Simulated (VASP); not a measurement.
# BaSiGe in VASP: a series of runs

Runs on BaSiGe. Level: PBE+D3(BJ). Tasks: single point.

All numbers are computed with VASP 6.6.1; they aren't measurements. Logs are shortened: lines on timing, memory, paths and dates and some standing lists are left out, and cuts for length are marked.

## Step 1: The cell of the first run

The cell holds a sheet with vacuum, 6 atoms: a = 4.657 Å, b = 4.657 Å, c = 40.049 Å, α = 90.00°, β = 90.00°, γ = 90.00°.

## Step 2: Single point, PBE+D3(BJ)

Input file INCAR:

```
SYSTEM = BaSiGe
PREC = Accurate
ENCUT = 520
EDIFF = 1E-7
ISMEAR = 0
SIGMA = 0.1
LREAL = .FALSE.
LASPH = .TRUE.
NELM = 100
ALGO = Normal
ISIF = 2
LWAVE = .FALSE.
LCHARG = .TRUE.
LDIPOL = .TRUE.
IDIPOL = 3
DIPOL = 0.5 0.5 0.287
GGA = PE
IVDW = 12
LELF = .TRUE.
LVHAR = .TRUE.
LVACPOTAV = .TRUE.
NBANDS = 37
```

Input file KPOINTS:

```
regular mesh
0
G
  8 8 1
  0 0 0
```

Input file POSCAR:

```
BaSiGe
1.0
    4.6571315318      0.0000000000      0.0000000000
    0.0000000000      4.6571315318      0.0000000000
    0.0000000000      0.0000000000     40.0490317200
Ba Si Ge
2 2 2
Direct
    0.0000000000      0.0000000000      0.2163358098
    0.5000000000      0.5000000000      0.3579602221
    0.5000000000      0.5000000000      0.2178389841
    0.0000000000      0.0000000000      0.3564570478
    0.5000000000      0.5000000000      0.2743411346
    0.0000000000      0.0000000000      0.2999548973
```

Potentials or basis: VASP PAW PBE potentials, release 64 (Ba_sv, Si, Ge_d).

The run is started by

```bash
$ cat potpaw_PBE.64/Ba_sv/POTCAR potpaw_PBE.64/Si/POTCAR potpaw_PBE.64/Ge_d/POTCAR > POTCAR
$ mpirun -np 1 vasp_std > vasp.out
```

OUTCAR:

```text
SYSTEM = BaSiGe
   PREC = Accurate
   ENCUT = 520
   EDIFF = 1E-7
   ISMEAR = 0
   LREAL = .FALSE.
   LASPH = .TRUE.
   NELM = 100
   ISIF = 2
   GGA = PE
   IVDW = 12
 IVDW          = 12

 ion  position               nearest neighbor table
   1  0.000  0.000  0.216-   3 3.29   3 3.29   3 3.29   3 3.29   6 3.35
   2  0.500  0.500  0.358-   4 3.29   4 3.29   4 3.29   4 3.29   5 3.35
   3  0.500  0.500  0.218-   5 2.26   1 3.29   1 3.29   1 3.29   1 3.29
   4  0.000  0.000  0.356-   6 2.26   2 3.29   2 3.29   2 3.29   2 3.29
   5  0.500  0.500  0.274-   3 2.26   2 3.35
   6  0.000  0.000  0.300-   4 2.26   1 3.35

  LATTYP: Found a simple tetragonal cell.
 ALAT       =     4.6571315318
 C/A-ratio  =     8.5995062511

  Lattice vectors:

 A1 = (   4.6571315318,   0.0000000000,   0.0000000000)
 A2 = (   0.0000000000,   4.6571315318,   0.0000000000)
 A3 = (   0.0000000000,   0.0000000000,  40.0490317200)

Analysis of symmetry for initial positions (statically):
=====================================================================
 Subroutine PRICEL returns:
 Original cell was already a primitive cell.

 Routine SETGRP: Setting up the symmetry group for a
 simple tetragonal supercell.

 Subroutine GETGRP returns: Found 16 space group operations
 (whereof  8 operations were pure point group operations)
 out of a pool of 16 trial point group operations.

The static configuration has the point symmetry C_4v.
 The point group associated with its full space group is D_4h.

Analysis of symmetry for dynamics (positions and initial velocities):
=====================================================================
 Subroutine PRICEL returns:
 Original cell was already a primitive cell.

 Routine SETGRP: Setting up the symmetry group for a
 simple tetragonal supercell.

 Subroutine GETGRP returns: Found 16 space group operations
 (whereof  8 operations were pure point group operations)
 out of a pool of 16 trial point group operations.

The dynamic configuration has the point symmetry C_4v.
 The point group associated with its full space group is D_4h.

 Subroutine INISYM returns: Found 16 space group operations
 (whereof  8 operations are pure point group operations),
 and found     1 'primitive' translations

----------------------------------------------------------------------------------------

                                     Primitive cell

  volume of cell :     868.6184

  direct lattice vectors                    reciprocal lattice vectors
     4.657131532  0.000000000  0.000000000     0.214724449  0.000000000  0.000000000
     0.000000000  4.657131532  0.000000000     0.000000000  0.214724449  0.000000000
     0.000000000  0.000000000 40.049031720     0.000000000  0.000000000  0.024969393

  length of vectors
     4.657131532  4.657131532 40.049031720     0.214724449  0.214724449  0.024969393

  position of ions in fractional coordinates (direct lattice)
     0.000000000  0.000000000  0.216335810
     0.500000000  0.500000000  0.357960222
     0.500000000  0.500000000  0.217838984
     0.000000000  0.000000000  0.356457048
     0.500000000  0.500000000  0.274341135
     0.000000000  0.000000000  0.299954897

  ion indices of the primitive-cell ions
   primitive index   ion index
                 1           1
                 2           2
                 3           3
                 4           4
                 5           5
                 6           6

----------------------------------------------------------------------------------------

 KPOINTS: regular mesh

Automatic generation of k-mesh.
 Grid dimensions read from file:
 generate k-points for:    8    8    1

 Generating k-lattice:

  Cartesian coordinates                     Fractional coordinates (reciprocal lattice)
     0.026840556  0.000000000  0.000000000     0.125000000  0.000000000  0.000000000
     0.000000000  0.026840556  0.000000000     0.000000000  0.125000000  0.000000000
     0.000000000  0.000000000  0.024969393     0.000000000  0.000000000  1.000000000

  Length of vectors
     0.026840556  0.026840556  0.024969393

  Shift w.r.t. Gamma in fractional coordinates (k-lattice)
     0.000000000  0.000000000  0.000000000

 Subroutine IBZKPT returns following result:
 ===========================================

 Found     15 irreducible k-points:

 Following reciprocal coordinates:
            Coordinates               Weight
  0.000000  0.000000  0.000000      1.000000
  0.125000  0.000000  0.000000      4.000000
  0.250000  0.000000  0.000000      4.000000
  0.375000  0.000000  0.000000      4.000000
  0.500000  0.000000  0.000000      2.000000
  0.125000  0.125000  0.000000      4.000000
  0.250000  0.125000  0.000000      8.000000
  0.375000  0.125000  0.000000      8.000000
  0.500000  0.125000  0.000000      4.000000
  0.250000  0.250000  0.000000      4.000000
  0.375000  0.250000  0.000000      8.000000
  0.500000  0.250000  0.000000      4.000000
  0.375000  0.375000  0.000000      4.000000
  0.500000  0.375000  0.000000      4.000000
  0.500000  0.500000  0.000000      1.000000
   k-points           NKPTS =     15   k-points in BZ     NKDIM =     15   number of bands    NBANDS=     37
   number of dos      NEDOS =    301   number of ions     NIONS =      6
   total plane-waves  NPLWV = 388800
   dimension x,y,z NGX =    36 NGY =   36 NGZ =  300
   dimension x,y,z NGXF=    72 NGYF=   72 NGZF=  600
   ions per type =               2   2   2
   NGX,Y,Z   is equivalent  to a cutoff of  12.85, 12.85, 12.45 a.u.
   NGXF,Y,Z  is equivalent  to a cutoff of  25.70, 25.70, 24.91 a.u.
 SYSTEM =  BaSiGe
   PREC   = accura    normal or accurate (medium, high low for compatibility)
   ISTART =      0    job   : 0-new  1-cont  2-samecut
   ICHARG =      2    charge: 1-file 2-atom 10-const
   ISPIN  =      1    spin polarized calculation?
   LNONCOLLINEAR =      F non collinear calculations
   LSORBIT =      F    spin-orbit coupling
   LASPH  =      T    aspherical Exc in radial PAW
   ENCUT  =  520.0 eV  38.22 Ry    6.18 a.u.   8.66  8.66 74.46*2*pi/ulx,y,z
   NELM   =    100;   NELMIN=  2; NELMDL= -5     # of ELM steps
   EDIFF  = 0.1E-06   stopping-criterion for ELM
   LREAL  =      F    real-space projection
   EDIFFG = 0.1E-05   stopping-criterion for IOM
   NSW    =      0    number of steps for IOM
   IBRION =     -1    ionic relax: 0-MD 1-quasi-New 2-CG
   NFREE  =      0    steps in history (QN), initial steepest desc. (CG)
   ISIF   =      2    stress and relaxation
   ISYM   =      2    0-nonsym 1-usesym 2-fastsym
   POTIM  = 0.5000    time-step for ionic-motion
   TEBEG  =    0.0;   TEEND  =   0.0 temperature during run
   PSTRESS=    0.0 pullay stress
   NELECT =      56.0000    total number of electrons
   NUPDOWN=      -1.0000    fix difference up-down
   EMIN   =  10.00;   EMAX   =-10.00  energy-range for DOS
   EFERMI =   0.00;   METHOD = LEGACY
   ISMEAR =     0;   SIGMA  =   0.10  broadening in eV -4-tet -1-fermi 0-gaus
   EFERMI_NEDOS =   21; number of points for ismear=-14 and -15
   IALGO  =     38    algorithm
   IMIX   =      4    mixing-type and parameters
     AMIX     =   0.40;   BMIX     =  1.00
     AMIX_MAG =   1.60;   BMIX_MAG =  1.00
  volume/ion in A,a.u.               =     144.77       976.95
  Fermi-wavevector in a.u.,A,eV,Ry     =   0.656439  1.240490  5.862919  0.430912
  Thomas-Fermi vector in A             =   1.727632
   LORBIT       =      0    0 simple, 1 ext, 2 COOP (PROOUT), +10 PAW based schemes
   GGA     = PE    functional components
   LHFCALC =     F    Hartree Fock is set to
   AEXX    =    0.0000 exact exchange contribution
   IVDW    =    12    specifies the selected vdW correction
   LEPSILON=     F    determine dielectric tensor
   LRPA    =     F    only Hartree local field effects (RPA)
 non-spin polarized calculation
 Gauss-broadening in eV      SIGMA  =   0.10
  energy-cutoff  :      520.00
  volume of cell :      868.62
 maximum number of plane-waves:     23501
 NGX is ok and might be reduce to    36
   NGX = 17   NGY = 17   NGZ =149

 dipolmoment           0.000000      0.000000     -0.000001 electrons x Angstroem

 number of electron      56.0000026 magnetization

 dipolmoment           0.000000      0.000000      0.000001 electrons x Angstroem

 Free energy of the ion-electron system (eV)
  ---------------------------------------------------
  ext. energy  EPLUGINS =         0.00000000
  ---------------------------------------------------
  free energy    TOTEN  =       -23.25859240 eV

  energy without entropy =      -23.24845430  energy(sigma->0) =      -23.25352335

 E-fermi :  -1.3835     XC(G=0):  -2.2970

 val. band max:       -1.4382138780   @ k =   0.1250   0.0000   0.0000
 cond. band min:      -1.3787310331   @ k =   0.3750   0.3750   0.0000
 fundamental gap:      0.0594828449
 Fermi energy:        -1.3835393449

 k-point     1 :       0.0000    0.0000    0.0000
  band No.  band energies     occupation
      1     -29.3977      2.00000
      2     -29.3974      2.00000
      3     -25.7605      2.00000
      4     -25.7527      2.00000
      5     -25.7409      2.00000
      6     -25.7334      2.00000
[... 29 lines left out ...]
     36       1.3310      0.00000
     37       1.6293      0.00000

 k-point     2 :       0.1250    0.0000    0.0000
  band No.  band energies     occupation
      1     -29.3963      2.00000
      2     -29.3960      2.00000
      3     -25.7596      2.00000
      4     -25.7522      2.00000
      5     -25.7413      2.00000
      6     -25.7346      2.00000
[... 29 lines left out ...]
     36       1.4342      0.00000
     37       1.4409      0.00000
[... 478 lines left out ...]
     36       1.7352      0.00000
     37       2.9085      0.00000

 k-point    15 :       0.5000    0.5000    0.0000
  band No.  band energies     occupation
      1     -29.3791      2.00000
      2     -29.3791      2.00000
      3     -25.7477      2.00000
      4     -25.7477      2.00000
      5     -25.7457      2.00000
      6     -25.7457      2.00000
[... 29 lines left out ...]
     36       1.7976      0.00000
     37       2.9578      0.00000

------------------------ aborting loop because EDIFF is reached ----------------------------------------

 vacuum level on the upper side and lower side of the slab       (xc-potential included)        -0.123        -0.125

 Edisp (eV)   -1.19456

 E8    (eV) :    -0.6055

  FORCE on cell =-STRESS in cart. coord.  units (eV):
  Direction    XX          YY          ZZ          XY          YZ          ZX
  --------------------------------------------------------------------------------------
  -------------------------------------------------------------------------------------
  Total       0.33189     0.33189     0.12126     0.00000     0.00000     0.00000
  in kB       0.61217     0.61217     0.22366     0.00000     0.00000     0.00000
  external pressure =        0.48 kB  Pullay stress =        0.00 kB

 VOLUME and BASIS-vectors are now :
 -----------------------------------------------------------------------------
  energy-cutoff  :      520.00
  volume of cell :      868.62
      direct lattice vectors                 reciprocal lattice vectors
     4.657131532  0.000000000  0.000000000     0.214724449  0.000000000  0.000000000
     0.000000000  4.657131532  0.000000000     0.000000000  0.214724449  0.000000000
     0.000000000  0.000000000 40.049031720     0.000000000  0.000000000  0.024969393

 POSITION                                       TOTAL-FORCE (eV/Angst)
 -----------------------------------------------------------------------------------
      0.00000      0.00000      8.66404        -0.000000      0.000000     -0.017364
      2.32857      2.32857     14.33596        -0.000000     -0.000000      0.017364
      2.32857      2.32857      8.72424        -0.000000     -0.000000     -0.007223
      0.00000      0.00000     14.27576         0.000000      0.000000      0.007223
      2.32857      2.32857     10.98710        -0.000000      0.000000     -0.005532
      0.00000      0.00000     12.01290        -0.000000      0.000000      0.005532
 -----------------------------------------------------------------------------------
    total drift:                                0.000000      0.000000     -0.000063

  FREE ENERGIE OF THE ION-ELECTRON SYSTEM (eV)
  ---------------------------------------------------
  free  energy   TOTEN  =       -24.4531490834 eV

  energy  without entropy=      -24.4430109861  energy(sigma->0) =      -24.44808003

 vacuum level on the upper side and lower side of the slab         1.284         1.284
```

It took 11 min on 1 thread of Intel Xeon 6975P-C (Granite Rapids), shared host; peak memory 1.1 GiB.

What came out:

| Quantity | Value |
| --- | --- |
| Free energy | -24.4531 eV |
| Largest force | 0.017 eV/Å |
| Band gap on the k mesh | zero (band 28 reaches -1.14 eV, above the bottom of band 29 at -1.38 eV) |
| Dispersion energy per atom | -0.199 eV |
| Work function of the upper face | 2.67 eV |
| Work function of the lower face | 2.67 eV |

Forces in eV/Å, atoms in the order of the input:
```
Ba   0.000  0.000 -0.017
Ba   0.000  0.000  0.017
Si   0.000  0.000 -0.007
Si   0.000  0.000  0.007
Ge   0.000  0.000 -0.006
Ge   0.000  0.000  0.006
```

Caveat: spin-orbit coupling is left out, which moves the levels of the heavy elements.

[end of part 1 of 3]
